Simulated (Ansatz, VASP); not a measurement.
**Two plane-wave programs on SnO**

```
CELL_PARAMETERS angstrom
4.03060 0.00000 0.00000
0.00000 4.03060 0.00000
0.00000 0.00000 4.28290
ATOMIC_POSITIONS crystal
Sn 0.00000 0.50000 0.24575
Sn 0.50000 0.00000 0.75425
O 0.00000 0.00000 0.00000
O 0.50000 0.50000 0.00000
```

Alike in both runs: task single point; functional LDA; k mesh 10 × 10 × 8; occupations gaussian, width 0.15 eV; no spin polarisation.

|  | VASP | Ansatz |
| --- | --- | --- |
| version | VASP 6.6.1 | Ansatz 0.2.0 |
| potentials or method | VASP PAW LDA potentials, release 64 (Sn_d, O_h), cutoff 910 eV | scalar-relativistic, plane waves, PAW |
| valence electrons in the cell | 40 | 40 |

VASP gave:

```
gap on the k mesh at the Fermi level (eV) : 0.62
least direct gap on the mesh (eV)         : 1.47
rms of the force components (eV/Å)        : 0.055
```

Q: What did Ansatz give for the same quantities?

A: gap on the k mesh at the Fermi level (eV): 0.65; least direct gap on the mesh (eV): 1.50; rms of the force components (eV/Å): 0.088.

LDA's correlation is that of Perdew and Zunger in VASP and of Perdew and Wang (1992) in Ansatz. Atom by atom the forces differ by 0.033 eV/Å (rms over components).

Noted on VASP's run: the cutoff is under 1.25 times that of the potentials, so the pressure is a little rough.
